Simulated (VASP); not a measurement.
Set up this calculation in VASP 6.6.1, as the native input.

```yaml
Task: single point
Functional: PBE
Potentials_or_basis: VASP PAW PBE potentials, release 64 (In_d, O)
Cutoff: 520 eV
k_mesh: 1 × 1 × 1
Occupations: fermi-dirac, width 0.01 eV
Spin: no spin polarisation
Dipole_correction: no
Further_INCAR_settings: LREAL = Auto; ALGO = Normal; EDIFF = 1e-06; NBANDS = 100
```

The structure of In8O11 lies in POSCAR:

```
In8O11
1.0
    5.4870000000      3.1679210000      9.6733330000
   -2.7435000000      1.5839600000      4.8366670000
    0.0000000000     -3.1679210000      4.8366670000
In O
8 11
Direct
    0.1835010000      0.3487410000      0.3546030000
    0.0695980000      0.1434730000      0.1370540000
    0.3227060000      0.6350350000      0.6429720000
    0.4288610000      0.8570000000      0.8649240000
    0.6760880000      0.3564070000      0.3572340000
    0.5741190000      0.1480510000      0.1425780000
    0.8239520000      0.6405570000      0.6438840000
    0.9301620000      0.8541660000      0.8550930000
    0.2700220000      0.9401820000      0.2466020000
    0.1242900000      0.5432940000      0.9514680000
    0.2284950000      0.0517390000      0.7505110000
    0.5267400000      0.7510720000      0.4572310000
    0.3747780000      0.4559860000      0.0387680000
    0.7787570000      0.9430530000      0.2510770000
    0.4779670000      0.2449780000      0.5573820000
    0.6217560000      0.5496620000      0.9491770000
    0.7280980000      0.0451720000      0.7403640000
    0.0217670000      0.7487110000      0.4575360000
    0.8791550000      0.4483060000      0.0442860000
```

These files were run (other wordings do the same):

INCAR

```
PREC = Accurate
ENCUT = 520
EDIFF = 1E-6
ISMEAR = -1
SIGMA = 0.01
LREAL = Auto
LASPH = T
NELM = 60
ALGO = Normal
ISIF = 2
LWAVE = F
LCHARG = T
GGA = PE
LELF = T
LVHAR = T
NBANDS = 100
```

KPOINTS

```
Automatic mesh
0
Gamma
  1 1 1
```

Potentials or basis: VASP PAW PBE potentials, release 64 (In_d, O).

The run is started by

```bash
$ cat potpaw_PBE.64/In_d/POTCAR potpaw_PBE.64/O/POTCAR > POTCAR
$ mpirun -np 1 vasp_gam > vasp.out
```

Results of the run:

```yaml
Pressure: 10.2 GPa
Largest_force: 1.957 eV/Å
```

Caveat: the k points lie up to 1.32 Å⁻¹ apart, too coarse for converged energies, forces and pressures; forces of over 1 eV/Å act on the atoms, so gaps and moduli don't describe the material at rest.

Run time: 3 min on 1 thread of Intel Xeon 8259CL, on a shared host, peak memory 0.44 GiB.
